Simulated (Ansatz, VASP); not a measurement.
**Two plane-wave programs on Ni**

The input INCAR:

```
SYSTEM = Ni
  PREC = Accurate
  ENCUT = 520
  EDIFF = 1E-7
  ISMEAR = 0
  SIGMA = 0.25
  LREAL = .False.
  LASPH = .True.
  NELM = 150
  ALGO = Normal
  ISIF = 2
  LWAVE = .False.
  LCHARG = .False.
  ISPIN = 2
  MAGMOM = 1.5 1.5
  LORBIT = 11
  LMAXMIX = 4
  GGA = PS
  NBANDS = 21
```

Contents of KPOINTS:

```
Automatic mesh
0
Gamma
  14 14 8
  0 0 0
```

Contents of POSCAR:

```
Ni
1.0
    2.4480230000      0.0000000000      0.0000000000
   -1.2240110000      2.1200500000      0.0000000000
    0.0000000000      0.0000000000      4.0728080000
Ni
2
Direct
    0.3333333333      0.6666666667      0.2500000000
    0.6666666667      0.3333333333      0.7500000000
```

Input for Ansatz:

```yaml
crystal:
  lattice:
    - [2.448023, 0.0, 0.0]
    - [-1.224011, 2.12005, 0.0]
    - [0.0, 0.0, 4.072808]
  atoms:
    - { symbol: Ni, position: [0.33333333333333337, 0.6666666666666666, 0.25] }
    - { symbol: Ni, position: [0.6666666666666666, 0.3333333333333333, 0.75] }
basis:
  ecutwfc: 510.0
kpoints:
  mp_grid:
    grid: [14, 14, 8]
    shift: [0.0, 0.0, 0.0]
hamiltonian:
  xc: pbesol
magnetization:
  spin_polarized: true
  per_species:
    Ni: 1.5
scf:
  occupations:
    method: gaussian
    width: 0.25
output:
  stress: true
```

Alike in both runs: task single point; functional PBEsol; k mesh 14 × 14 × 8; occupations gaussian, width 0.25 eV; collinear spin.

|  | VASP | Ansatz |
| --- | --- | --- |
| version | VASP 6.6.1 | Ansatz 0.2.0 |
| potentials or method | VASP PAW PBE potentials, release 64 (Ni), cutoff 520 eV | plane waves, PAW |
| valence electrons in the cell | 20 | 36 |

```tsv
	VASP	Ansatz	Ansatz less VASP
pressure (GPa)	-2.9	-2.8	+0.03
traceless stress, the component that is largest in VASP (GPa)	-2.64	-2.72	-0.082
net moment per atom (μB)	0.61	0.62	+0.019
size of the moment on the site where the two differ most (μB)	0.61	0.66	+0.046
```

VASP's potentials were made for PBE, not for PBEsol. Site moments also hang on the region over which each program counts them. VASP's potentials hold 20 valence electrons a cell and Ansatz's 36, so a difference there can come from the potentials and not from the codes.
